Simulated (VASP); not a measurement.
# AlInAsP3 (P-6m2) in VASP: a series of runs

The runs below take AlInAsP3 through single point, relaxation of cell and atoms, with PBE.

Everything below comes from runs of VASP 6.6.1. Logs are shortened: lines on timing, memory, paths and dates and some standing lists are left out, and cuts for length are marked.

## 1. The cell of the first run

It takes space group P-6m2 (No. 187, hexagonal). Conventional cell: a = 5.467 Å, b = 5.467 Å, c = 5.162 Å, α = 90.00°, β = 90.00°, γ = 120.00°. Within 4.2 Å of Al (site symmetry -6m2) lie 3 As at 3.16 Å and 3 In at 3.16 Å and 12 P at 3.77 Å. In (site symmetry -6m2) has 3 Al at 3.16 Å and 3 As at 3.16 Å and 6 P at 3.19 Å within 4.2 Å. P (site symmetry mm2) has 2 P at 2.21 Å and 2 As at 2.88 Å within 2.9 Å. Within 3.8 Å of As (site symmetry -6m2) lie 6 P at 2.88 Å and 3 Al at 3.16 Å and 3 In at 3.16 Å.

The cell was built from a structure type or drawn by symmetry, and may not be a known phase.

## 2. Single point, PBE

INCAR reads:

```
SYSTEM = AlInAsP3
PREC = Accurate
ENCUT = 500
EDIFF = 1E-6
ISMEAR = 0
SIGMA = 0.1
LREAL = .False.
LASPH = .True.
NELM = 120
ALGO = Normal
ISIF = 2
LWAVE = .False.
LCHARG = .False.
GGA = PE
NBANDS = 27
GGA_COMPAT = .False.
```

KPOINTS reads:

```
Automatic mesh
0
Gamma
  12 12 8
  0 0 0
```

POSCAR reads:

```
AlInAsP3
1.0
    5.4670402715      0.0000000000      0.0000000000
   -2.7335201357      4.7345957586      0.0000000000
    0.0000000000      0.0000000000      5.1616905894
Al In P As
1 1 3 1
Direct
    0.6666666667      0.3333333333      0.0000000000
    0.0000000000      0.0000000000      0.0000000000
    0.6027160309      0.8013580155      0.5000000000
    0.1986419845      0.8013580155      0.5000000000
    0.1986419845      0.3972839691      0.5000000000
    0.3333333333      0.6666666667      0.0000000000
```

Potentials or basis: VASP PAW PBE potentials, release 64 (Al, In_d, P, As).

On the command line:

```console
cat potpaw_PBE.64/Al/POTCAR potpaw_PBE.64/In_d/POTCAR potpaw_PBE.64/P/POTCAR potpaw_PBE.64/As/POTCAR > POTCAR
mpirun -np 1 vasp_std > vasp.out
```

OUTCAR:

```text
SYSTEM = AlInAsP3
   PREC = Accurate
   ENCUT = 500
   EDIFF = 1E-6
   ISMEAR = 0
   LREAL = .False.
   LASPH = .True.
   NELM = 120
   ISIF = 2
   GGA = PE

 ion  position               nearest neighbor table
   1  0.667  0.333  0.000-   2 3.16   2 3.16   2 3.16
   2  0.000  0.000  0.000-   1 3.16   6 3.16   6 3.16   1 3.16   1 3.16   6 3.16   4 3.19   4 3.19
                             5 3.19   5 3.19   3 3.19   3 3.19
   3  0.603  0.801  0.500-   5 2.21   4 2.21   6 2.88   6 2.88   2 3.19   2 3.19
   4  0.199  0.801  0.500-   5 2.21   3 2.21   6 2.88   6 2.88   2 3.19   2 3.19
   5  0.199  0.397  0.500-   4 2.21   3 2.21   6 2.88   6 2.88   2 3.19   2 3.19
   6  0.333  0.667  0.000-   5 2.88   5 2.88   4 2.88   4 2.88   3 2.88   3 2.88   2 3.16   2 3.16
                             2 3.16

  LATTYP: Found a hexagonal cell.
 ALAT       =     5.4670402715
 C/A-ratio  =     0.9441471679

  Lattice vectors:

 A1 = (   5.4670402715,   0.0000000000,   0.0000000000)
 A2 = (  -2.7335201357,   4.7345957586,   0.0000000000)
 A3 = (   0.0000000000,   0.0000000000,   5.1616905894)

Analysis of symmetry for initial positions (statically):
=====================================================================
 Subroutine PRICEL returns:
 Original cell was already a primitive cell.

 Routine SETGRP: Setting up the symmetry group for a
 hexagonal supercell.

 Subroutine GETGRP returns: Found 12 space group operations
 (whereof 12 operations were pure point group operations)
 out of a pool of 24 trial point group operations.

The static configuration has the point symmetry D_3h.

Analysis of symmetry for dynamics (positions and initial velocities):
=====================================================================
 Subroutine PRICEL returns:
 Original cell was already a primitive cell.

 Routine SETGRP: Setting up the symmetry group for a
 hexagonal supercell.

 Subroutine GETGRP returns: Found 12 space group operations
 (whereof 12 operations were pure point group operations)
 out of a pool of 24 trial point group operations.

The dynamic configuration has the point symmetry D_3h.

 Subroutine INISYM returns: Found 12 space group operations
 (whereof 12 operations are pure point group operations),
 and found     1 'primitive' translations

----------------------------------------------------------------------------------------

                                     Primitive cell

  volume of cell :     133.6064

  direct lattice vectors                    reciprocal lattice vectors
     5.467040272  0.000000000  0.000000000     0.182914328  0.105605637  0.000000000
    -2.733520136  4.734595759  0.000000000     0.000000000  0.211211274  0.000000000
     0.000000000  0.000000000  5.161690589     0.000000000  0.000000000  0.193734976

  length of vectors
     5.467040272  5.467040271  5.161690589     0.211211274  0.211211274  0.193734976

  position of ions in fractional coordinates (direct lattice)
     0.666666667  0.333333333  0.000000000
     0.000000000  0.000000000  0.000000000
     0.602716031  0.801358015  0.500000000
     0.198641985  0.801358015  0.500000000
     0.198641985  0.397283969  0.500000000
     0.333333333  0.666666667  0.000000000

  ion indices of the primitive-cell ions
   primitive index   ion index
                 1           1
                 2           2
                 3           3
                 4           4
                 5           5
                 6           6

----------------------------------------------------------------------------------------

 KPOINTS: Automatic mesh

Automatic generation of k-mesh.
 Grid dimensions read from file:
 generate k-points for:   12   12    8

 Generating k-lattice:

  Cartesian coordinates                     Fractional coordinates (reciprocal lattice)
     0.015242861  0.008800470  0.000000000     0.083333333 -0.000000000  0.000000000
     0.000000000  0.017600939  0.000000000     0.000000000  0.083333333  0.000000000
     0.000000000  0.000000000  0.024216872     0.000000000  0.000000000  0.125000000

  Length of vectors
     0.017600939  0.017600939  0.024216872

  Shift w.r.t. Gamma in fractional coordinates (k-lattice)
     0.000000000  0.000000000  0.000000000

 Subroutine IBZKPT returns following result:
 ===========================================

 Found     95 irreducible k-points:

 Following reciprocal coordinates:
            Coordinates               Weight
  0.000000  0.000000  0.000000      1.000000
  0.083333 -0.000000  0.000000      6.000000
  0.166667  0.000000  0.000000      6.000000
  0.250000  0.000000  0.000000      6.000000
  0.333333  0.000000  0.000000      6.000000
  0.416667 -0.000000  0.000000      6.000000
[... 16 lines left out ...]
  0.250000  0.000000  0.125000     12.000000
  0.333333  0.000000  0.125000     12.000000
 [... further k-points ...]
   k-points           NKPTS =     95   k-points in BZ     NKDIM =     95   number of bands    NBANDS=     27
   number of dos      NEDOS =    301   number of ions     NIONS =      6
   total plane-waves  NPLWV =  64000
   dimension x,y,z NGX =    40 NGY =   40 NGZ =   40
   dimension x,y,z NGXF=    80 NGYF=   80 NGZF=   80
   ions per type =               1   1   3   1
   NGX,Y,Z   is equivalent  to a cutoff of  12.16, 12.16, 12.88 a.u.
   NGXF,Y,Z  is equivalent  to a cutoff of  24.33, 24.33, 25.77 a.u.
 SYSTEM =  AlInAsP3
   PREC   = accura    normal or accurate (medium, high low for compatibility)
   ISTART =      0    job   : 0-new  1-cont  2-samecut
   ICHARG =      2    charge: 1-file 2-atom 10-const
   ISPIN  =      1    spin polarized calculation?
   LNONCOLLINEAR =      F non collinear calculations
   LSORBIT =      F    spin-orbit coupling
   LASPH  =      T    aspherical Exc in radial PAW
   ENCUT  =  500.0 eV  36.75 Ry    6.06 a.u.   9.97  9.97  9.41*2*pi/ulx,y,z
   NELM   =    120;   NELMIN=  2; NELMDL= -5     # of ELM steps
   EDIFF  = 0.1E-05   stopping-criterion for ELM
   LREAL  =      F    real-space projection
   EDIFFG = 0.1E-04   stopping-criterion for IOM
   NSW    =      0    number of steps for IOM
   IBRION =     -1    ionic relax: 0-MD 1-quasi-New 2-CG
   NFREE  =      0    steps in history (QN), initial steepest desc. (CG)
   ISIF   =      2    stress and relaxation
   ISYM   =      2    0-nonsym 1-usesym 2-fastsym
   POTIM  = 0.5000    time-step for ionic-motion
   TEBEG  =    0.0;   TEEND  =   0.0 temperature during run
   PSTRESS=    0.0 pullay stress
   NELECT =      36.0000    total number of electrons
   NUPDOWN=      -1.0000    fix difference up-down
   EMIN   =  10.00;   EMAX   =-10.00  energy-range for DOS
   EFERMI =   0.00;   METHOD = LEGACY
   ISMEAR =     0;   SIGMA  =   0.10  broadening in eV -4-tet -1-fermi 0-gaus
   EFERMI_NEDOS =   21; number of points for ismear=-14 and -15
   IALGO  =     38    algorithm
   IMIX   =      4    mixing-type and parameters
     AMIX     =   0.40;   BMIX     =  1.00
     AMIX_MAG =   1.60;   BMIX_MAG =  1.00
  volume/ion in A,a.u.               =      22.27       150.27
  Fermi-wavevector in a.u.,A,eV,Ry     =   1.057385  1.998169 15.212181  1.118064
  Thomas-Fermi vector in A             =   2.192656
   LORBIT       =      0    0 simple, 1 ext, 2 COOP (PROOUT), +10 PAW based schemes
   GGA     = PE    functional components
   LHFCALC =     F    Hartree Fock is set to
   AEXX    =    0.0000 exact exchange contribution
   IVDW    =     0    specifies the selected vdW correction
   LEPSILON=     F    determine dielectric tensor
   LRPA    =     F    only Hartree local field effects (RPA)
 non-spin polarized calculation
 Gauss-broadening in eV      SIGMA  =   0.10
  energy-cutoff  :      500.00
  volume of cell :      133.61
 maximum number of plane-waves:      3417
 NGX is ok and might be reduce to    40
   NGX = 19   NGY = 19   NGZ = 19

 number of electron      36.0000000 magnetization

 Free energy of the ion-electron system (eV)
  ---------------------------------------------------
  ext. energy  EPLUGINS =         0.00000000
  ---------------------------------------------------
  free energy    TOTEN  =       -24.43616913 eV

  energy without entropy =      -24.42272227  energy(sigma->0) =      -24.42944570

 E-fermi :   5.8643     XC(G=0):  -9.6238

 val. band max:        5.8568202751   @ k =   0.4167   0.0833   0.1250
 cond. band min:       5.8706101955   @ k =   0.4167  -0.0000   0.0000
 fundamental gap:      0.0137899204
 Fermi energy:         5.8643231276

 k-point     1 :       0.0000    0.0000    0.0000
  band No.  band energies     occupation
      1      -9.1161      2.00000
      2      -8.5236      2.00000
      3      -8.5059      2.00000
      4      -8.5059      2.00000
      5      -8.4783      2.00000
      6      -8.4783      2.00000
[... 19 lines left out ...]
     26      10.5380      0.00000
     27      10.5380      0.00000

 k-point     2 :       0.0833   -0.0000    0.0000
  band No.  band energies     occupation
      1      -9.1052      2.00000
      2      -8.5235      2.00000
      3      -8.5052      2.00000
      4      -8.5032      2.00000
      5      -8.4786      2.00000
      6      -8.4783      2.00000
[... 19 lines left out ...]
     26      10.6286      0.00000
     27      10.6568      0.00000

 k-point     3 :       0.1667    0.0000    0.0000
  band No.  band energies     occupation
      1      -9.0752      2.00000
      2      -8.5226      2.00000
      3      -8.5034      2.00000
      4      -8.4956      2.00000
      5      -8.4793      2.00000
      6      -8.4785      2.00000
[... 594 lines left out ...]
      1      -8.9920      2.00000
      2      -8.5182      2.00000
      3      -8.5007      2.00000
      4      -8.4912      2.00000
      5      -8.4802      2.00000
      6      -8.4713      2.00000
[... 19 lines left out ...]
     26      10.2895      0.00000
     27      10.8921      0.00000

 k-point    24 :       0.3333    0.0000    0.1250
  band No.  band energies     occupation
      1      -8.9539      2.00000
      2      -8.5149      2.00000
      3      -8.4982      2.00000
      4      -8.4900      2.00000
      5      -8.4804      2.00000
      6      -8.4576      2.00000
[... 19 lines left out ...]
     26      10.5201      0.00000
     27      10.9286      0.00000

 [... further k-points ...]

------------------------ aborting loop because EDIFF is reached ----------------------------------------

  FORCE on cell =-STRESS in cart. coord.  units (eV):
  Direction    XX          YY          ZZ          XY          YZ          ZX
  --------------------------------------------------------------------------------------
  -------------------------------------------------------------------------------------
  Total       -0.1739996     -0.1739996      0.0032125     -0.0000000      0.0000000      0.0000000
  in kB       -2.0865639     -2.0865639      0.0385233     -0.0000000      0.0000000      0.0000000
  external PRESSURE =      -1.3782015 kB  Pullay stress =       0.0000000 kB

 VOLUME and BASIS-vectors are now :
 -----------------------------------------------------------------------------
  energy-cutoff  :      500.00
  volume of cell :      133.61
      direct lattice vectors                 reciprocal lattice vectors
     5.467040272  0.000000000  0.000000000     0.182914328  0.105605637  0.000000000
    -2.733520136  4.734595759  0.000000000     0.000000000  0.211211274  0.000000000
     0.000000000  0.000000000  5.161690589     0.000000000  0.000000000  0.193734976

 POSITION                                       TOTAL-FORCE (eV/Angst)
 -----------------------------------------------------------------------------------
      2.73352      1.57820      0.00000        -0.000000     -0.000000     -0.000000
      0.00000      0.00000      0.00000        -0.000000     -0.000000     -0.000000
      1.10454      3.79411      2.58085        -0.077266     -0.044610     -0.000000
     -1.10454      3.79411      2.58085         0.077266     -0.044610     -0.000000
     -0.00000      1.88098      2.58085         0.000000      0.089219      0.000000
     -0.00000      3.15640      0.00000        -0.000000     -0.000000     -0.000000
 -----------------------------------------------------------------------------------
    total drift:                                0.000001     -0.000000      0.000000

  FREE ENERGIE OF THE ION-ELECTRON SYSTEM (eV)
  ---------------------------------------------------
  free  energy   TOTEN  =       -24.4361691274 eV

  energy  without entropy=      -24.4227222675  energy(sigma->0) =      -24.42944570
```

It took 4.7 min on 1 thread of Intel Xeon Platinum 8488C (Sapphire Rapids), shared host; peak memory 0.47 GiB.

What came out:

```
Free energy            : -24.4362 eV
Pressure               : -0.1 GPa
Largest force          : 0.089 eV/Å
Band gap on the k mesh : zero (bands 18 and 19 overlap by 1.35 eV)
```

Forces in eV/Å, atoms in the order of the input:
```
Al   0.000  0.000  0.000
In   0.000  0.000  0.000
P   -0.077 -0.045  0.000
P    0.077 -0.045  0.000
P    0.000  0.089  0.000
As   0.000  0.000  0.000
```

Caveat: spin-orbit coupling is left out, which moves the levels of the heavy elements.

## 3. Relaxation of cell and atoms, PBE

This run uses another cell than the first one, of 21.93 Å³/atom.

INCAR reads:

```
SYSTEM = AlInAsP3
PREC = Accurate ; ENCUT = 500
EDIFF = 1E-7 ; ISMEAR = 0
SIGMA = 0.1 ; LREAL = .False.
LASPH = .True. ; NELM = 120
ALGO = Normal ; ISIF = 3
LWAVE = .False. ; LCHARG = .False.
GGA = PE ; IBRION = 2
NSW = 100 ; EDIFFG = -0.01
GGA_COMPAT = .False. ; NELMIN = 4
```

KPOINTS reads:

```
regular mesh
0
Gamma
  12 12 8
  0 0 0
```

POSCAR reads:

```
AlInAsP3
1.0
    5.3424597860      0.0000000000      0.0000000000
   -2.6712298930      4.6267058934      0.0000000000
    0.0000000000      0.0000000000      5.3230301309
Al In P As
1 1 3 1
Direct
    0.6666666667      0.3333333333      0.0000000000
    0.0000000000      0.0000000000      0.0000000000
    0.6076883323      0.8038441661      0.5000000000
    0.1961558339      0.8038441661      0.5000000000
    0.1961558339      0.3923116677      0.5000000000
    0.3333333333      0.6666666667      0.0000000000
```

Potentials or basis: VASP PAW PBE potentials, release 64 (Al, In_d, P, As).

On the command line:

```console
cat potpaw_PBE.64/Al/POTCAR potpaw_PBE.64/In_d/POTCAR potpaw_PBE.64/P/POTCAR potpaw_PBE.64/As/POTCAR > POTCAR
mpirun -np 1 vasp_std > vasp.out
```

It took 45 min on 1 thread of Intel Xeon Platinum 8488C (Sapphire Rapids), shared host; peak memory 0.47 GiB.

The run converged. Its results:

* Free energy: -24.4362 eV
* Relaxed volume: 22.25 Å³/atom
* Relaxed cell: a = 5.465 Å, b = 5.465 Å, c = 5.161 Å, α = 90.00°, β = 90.00°, γ = 120.00°
* Space group after relaxing (to 0.1 Å): P-6m2 (No. 187)
* Energy gained by relaxing: 3.7 meV/atom
* Ionic steps: 23
* Pressure after relaxing: 0.0 GPa
* Band gap on the k mesh: zero (bands 18 and 19 overlap by 1.33 eV)

Step by step:
| step | energy change (eV) | largest force (eV/Å) | pressure (GPa) | volume (Å³) |
| --- | --- | --- | --- | --- |
| 1 | 0.0000 | 0.0221 | 0.01 | 131.57 |
| 2 | -0.0021 | 0.0490 | -0.11 | 131.60 |
| 3 | -0.0065 | 0.2400 | -0.41 | 131.66 |
| 4 | 0.0186 | 0.7823 | -0.86 | 131.71 |
| 5 | -0.0069 | 0.2840 | -0.47 | 131.67 |
| 6 | -0.0076 | 0.2883 | -0.45 | 131.63 |
| 7 | -0.0092 | 0.3055 | -0.41 | 131.52 |
| 8 | -0.0107 | 0.3499 | -0.31 | 131.30 |
| 9 | -0.0125 | 0.3043 | -0.19 | 131.21 |
| 10 | -0.0160 | 0.1631 | 0.15 | 130.92 |
| 11 | -0.0149 | 0.1410 | 0.86 | 130.33 |
| 12 | -0.0169 | 0.0459 | 0.43 | 130.68 |
| 13 | -0.0175 | 0.0396 | 0.40 | 130.86 |
| 14 | -0.0191 | 0.0200 | 0.31 | 131.41 |
| 15 | -0.0210 | 0.0209 | 0.13 | 132.51 |
| 16 | -0.0198 | 0.1110 | -0.18 | 134.72 |
| 17 | -0.0213 | 0.0504 | 0.03 | 133.21 |
| 18 | -0.0220 | 0.0340 | -0.13 | 133.58 |
| 19 | -0.0220 | 0.0451 | -0.15 | 133.63 |
| 20 | -0.0224 | 0.0263 | -0.05 | 133.52 |
| 21 | -0.0225 | 0.0147 | 0.01 | 133.45 |
| 22 | -0.0225 | 0.0130 | 0.02 | 133.44 |
| 23 | -0.0225 | 0.0005 | 0.03 | 133.48 |

Final structure:
```cif
data_structure
_symmetry_space_group_name_H-M 'P 1'
_symmetry_Int_Tables_number 1
_cell_length_a 5.4650
_cell_length_b 5.4650
_cell_length_c 5.1607
_cell_angle_alpha 90.000
_cell_angle_beta 90.000
_cell_angle_gamma 120.000
_cell_volume 133.48
loop_
_atom_site_label
_atom_site_type_symbol
_atom_site_fract_x
_atom_site_fract_y
_atom_site_fract_z
_atom_site_occupancy
Al1 Al 0.66667 0.33333 0.00000 1
In1 In 0.00000 0.00000 0.00000 1
P1 P 0.60218 0.80109 0.50000 1
P2 P 0.19891 0.80109 0.50000 1
P3 P 0.19891 0.39782 0.50000 1
As1 As 0.33333 0.66667 0.00000 1
```

Levels at points of the mesh, in eV from the Fermi level:
| k point | band 15 | band 16 | band 17 | band 18 | band 19 | band 20 | band 21 | band 22 |
| --- | --- | --- | --- | --- | --- | --- | --- | --- |
| (0.00, 0.00, 0.00) | -1.86 | -1.86 | -1.34 | -0.68 | -0.68 | 0.30 | 0.59 | 0.59 |
| (0.50, 0.00, 0.00) | -2.65 | -2.29 | -2.11 | -0.89 | -0.11 | 0.54 | 1.36 | 2.67 |
| (0.00, 0.00, 0.50) | -3.68 | -2.33 | -1.22 | -1.03 | -0.88 | -0.88 | 0.87 | 2.73 |
| (0.50, 0.00, 0.50) | -2.18 | -2.13 | -0.75 | 0.17 | 0.23 | 1.04 | 1.57 | 1.60 |

Caveat: spin-orbit coupling is left out, which moves the levels of the heavy elements.
